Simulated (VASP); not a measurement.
Write the native input for VASP 6.6.1 that does the following.

- Task: single point
- Functional: PBEsol
- Potentials or basis: VASP PAW PBE potentials, release 64 (Al, Ni)
- Cutoff: 520 eV
- k mesh: 12 × 12 × 12
- Occupations: gaussian, width 0.1 eV
- Spin: collinear spin, ferromagnetic start
- Starting moments: [0.0, 0.28, 0.28, 0.28] μB
- Dipole correction: no
- Further INCAR settings: ALGO = Fast; EDIFF = 1e-07; NBANDS = 28

The structure of AlNi3 lies in POSCAR:

```
AlNi3
1.0
    3.5539371333      0.0000000000      0.0000000000
    0.0000000000      3.5539371333      0.0000000000
    0.0000000000      0.0000000000      3.5539371333
Al Ni
1 3
Direct
    0.0000000000      0.0000000000      0.0000000000
    0.0000000000      0.5000000000      0.5000000000
    0.5000000000      0.0000000000      0.5000000000
    0.5000000000      0.5000000000      0.0000000000
```

This cell differs from its parent crystal: volume scaled by 1.03.

One way to write it, as run:

INCAR

```
  ALGO = Fast
  EDIFF = 1E-7
  ENCUT = 520
  GGA = PS
  ISIF = 2
  ISMEAR = 0
  ISPIN = 2
  LASPH = True
  LCHARG = False
  LMAXMIX = 4
  LORBIT = 11
  LREAL = False
  LWAVE = False
  MAGMOM = 0 0.28 0.28 0.28
  NBANDS = 28
  NELM = 150
  PREC = Accurate
  SIGMA = 0.1
```

KPOINTS

```
k-points
0
Gamma
  12 12 12
```

Potentials or basis: VASP PAW PBE potentials, release 64 (Al, Ni).

Command:

```sh
$ cat potpaw_PBE.64/Al/POTCAR potpaw_PBE.64/Ni/POTCAR > POTCAR
$ mpirun -np 1 vasp_std > vasp.out
```

Results of the run:

```json
{
  "Pressure": "-5.5 GPa",
  "Net moment": "0.68 μB per cell",
  "Site moments": "Al -0.01; Ni +0.24 μB",
  "Valence electrons inside the program's atomic spheres": "Al 0.80; Ni 9.41"
}
```

Caveat: the PAW data sets were made with another functional, which shifts forces and pressure a little.

It took 110 s on 1 thread of Intel(R) Xeon(R) 6975P-C (Granite Rapids), with other jobs on the host, peak memory 0.27 GiB.
